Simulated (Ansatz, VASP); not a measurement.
# Rh in VASP and in Ansatz

```xyz
2
Lattice="2.6886 0.0000 0.0000 -1.3443 2.3284 0.0000 0.0000 0.0000 4.3285" Properties=species:S:1:pos:R:3 pbc="T T T"
Rh    0.0000    1.5522    1.0821
Rh    1.3443    0.7761    3.2464
```

Alike in both runs: functional PBEsol; k mesh 18 × 18 × 10; occupations gaussian, width 0.1 eV; no spin polarisation.

Ansatz relaxed the structure, and its values are those at the end. VASP's run is a single point on that final structure, the one shown.

|  | VASP | Ansatz |
| --- | --- | --- |
| version | VASP 6.6.1 | Ansatz 0.2.0 |
| potentials or method | VASP PAW PBE potentials, release 64 (Rh_pv), cutoff 520 eV | scalar-relativistic, plane waves, PAW |
| valence electrons in the cell | 30 | 34 |

|  | VASP | Ansatz | Ansatz less VASP |
| --- | --- | --- | --- |
| gap on the k mesh at the Fermi level (eV) | none | none | - |
| pressure (GPa) | 0.1 | 0.1 | -0.01 |

VASP's potentials were made for PBE, not for PBEsol. A gap of «none» marks a metal or a gap that the smearing closes. VASP's potentials hold 30 valence electrons a cell and Ansatz's 34, so a difference there can come from the potentials and not from the codes.
